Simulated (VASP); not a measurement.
Here is a VASP 6.6.1 calculation.

INCAR

```
PREC = Accurate
ENCUT = 520
EDIFF = 1E-7
ISMEAR = -1
SIGMA = 0.08
LREAL = F
LASPH = T
NELM = 100
ALGO = Normal
ISIF = 2
LWAVE = F
LCHARG = T
LDIPOL = T
IDIPOL = 3
DIPOL = 0.5 0.5 0.500
GGA = PE
LELF = T
LVHAR = T
LVACPOTAV = T
ISYM = 0
NBANDS = 8
```

The input KPOINTS:

```
regular mesh
0
Gamma
  14 14 1
```

Contents of POSCAR:

```
Al
1.0
    2.8574853682      0.0000000000      0.0000000000
    0.0000000000      2.8574853682      0.0000000000
    0.0000000000      0.0000000000     16.0000000000
Al
1
Direct
    0.0000000000      0.0000000000      0.5000000000
```

Potentials or basis: VASP PAW PBE potentials, release 64 (Al).

Run with:

```console
$ cat potpaw_PBE.64/Al/POTCAR > POTCAR
$ mpirun -np 1 vasp_std > vasp.out
```

Question: What does it give for the band gap on the k mesh?

Answer: Zero (an odd number of electrons rules out a gap without spin polarisation).
